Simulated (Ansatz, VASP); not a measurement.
## CoSi: VASP beside Ansatz

The input INCAR:

```
PREC     = Accurate       # precision mode
ENCUT    = 520            # plane-wave cutoff, eV
EDIFF    = 1E-6           # SCF threshold, eV
ISMEAR   = -1             # smearing method
SIGMA    = 0.03           # smearing width, eV
LREAL    = False          # projectors in reciprocal space
LASPH    = True           # aspherical terms in the spheres
NELM     = 150            # most SCF steps
ALGO     = Normal         # electronic algorithm
ISIF     = 2              # what is computed and relaxed
LWAVE    = False          # write WAVECAR
LCHARG   = False          # write CHGCAR
LNONCOLLINEAR= True           # non-collinear magnetism
MAGMOM   = 0 0 0.6 0 0 0.6 0 0 0 0 0 0 # initial moments
LORBIT   = 11             # projections on sites
LMAXMIX  = 4              # l up to which the mixer works
GGA      = PE             # functional
NBANDS   = 40             # bands
```

KPOINTS

```
Automatic mesh
0
Gamma
  9 13 9
```

POSCAR

```
CoSi
1.0
    0.0000000000      2.7813340000      2.7813340000
    2.7813340000      0.0000000000      0.0000000000
    0.0000000000      2.7813340000     -2.7813340000
Co Si
2 2
Direct
    0.0000000000      0.0000000000      0.0000000000
    0.5000000000      0.0000000000      0.5000000000
    0.5000000000      0.5000000000      0.0000000000
    0.0000000000      0.5000000000      0.5000000000
```

Input for Ansatz:

```yaml
crystal:
  lattice:
    - [0.0, 2.781334, 2.781334]
    - [2.781334, 0.0, 0.0]
    - [0.0, 2.781334, -2.781334]
  atoms:
    - { symbol: Co, position: [0.0, 0.0, 0.0], spin: 0.6, spin_axis: [0.0, 0.0, 1.0] }
    - { symbol: Co, position: [0.5, 0.0, 0.5], spin: 0.6, spin_axis: [0.0, 0.0, 1.0] }
    - { symbol: Si, position: [0.5, 0.5, 0.0] }
    - { symbol: Si, position: [0.0, 0.5, 0.5] }
magnetization:
  noncollinear: true
kpoints:
  mp_grid: { grid: [9, 13, 9] }
scf:
  occupations: { method: fermi_dirac, width: 0.03 }
  lower_state_search: "off"
hamiltonian:
  xc: pbe
  pseudopotentials: { kind: paw }
output:
  eigenvalues: false
```

Alike in both runs: task single point; functional PBE; k mesh 9 × 13 × 9; occupations fermi-dirac, width 0.03 eV; non-collinear spin.

|  | VASP | Ansatz |
| --- | --- | --- |
| version | VASP 6.6.1 | Ansatz 0.2.0 |
| potentials or method | VASP PAW PBE potentials, release 64 (Co, Si) | PAW with Ansatz's default frozen-core files, scalar-relativistic |
| plane-wave cutoff (eV) | 520 | 420 |
| valence electrons in the cell | 26 | 42 |

```csv
,VASP,Ansatz,Ansatz less VASP
net moment per atom (μB),0.28,0.29,+0.007
```

VASP's potentials hold 26 valence electrons a cell and Ansatz's 42, so a difference there can come from the potentials and not from the codes.
